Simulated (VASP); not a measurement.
A run of VASP 6.6.1:

Contents of INCAR:

```
SYSTEM = Bi
PREC = Accurate
ENCUT = 500
EDIFF = 1E-6
ISMEAR = 0
SIGMA = 0.1
LREAL = .FALSE.
LASPH = .TRUE.
NELM = 120
ALGO = Normal
ISIF = 2
LWAVE = .FALSE.
LCHARG = .TRUE.
LELF = .TRUE.
LVHAR = .TRUE.
NBANDS = 14
GGA_COMPAT = .FALSE.
```

The input KPOINTS:

```
regular mesh
0
G
  5 5 5
  0 0 0
```

File POSCAR:

```
Bi
1.0
    2.9127721048      0.0000000000      0.0000000000
    0.0000000000      2.9127721048      0.0000000000
    0.0000000000      0.0000000000      2.9127721048
Bi
1
Direct
    0.0000000000      0.0000000000      0.0000000000
```

Potentials or basis: VASP PAW LDA potentials, release 64 (Bi_d).

Run with:

```sh
$ cat potpaw_LDA.64/Bi_d/POTCAR > POTCAR
$ mpirun -np 1 vasp_std > vasp.out
```

Hardware: 1 thread of AMD EPYC 7R13, on a shared host.

How long does it take, and how much memory?

Run time: 4.9 s on 1 thread of AMD EPYC 7R13, with other jobs on the host, peak memory 0.09 GiB. Counts: scf iterations 10, k points 10.
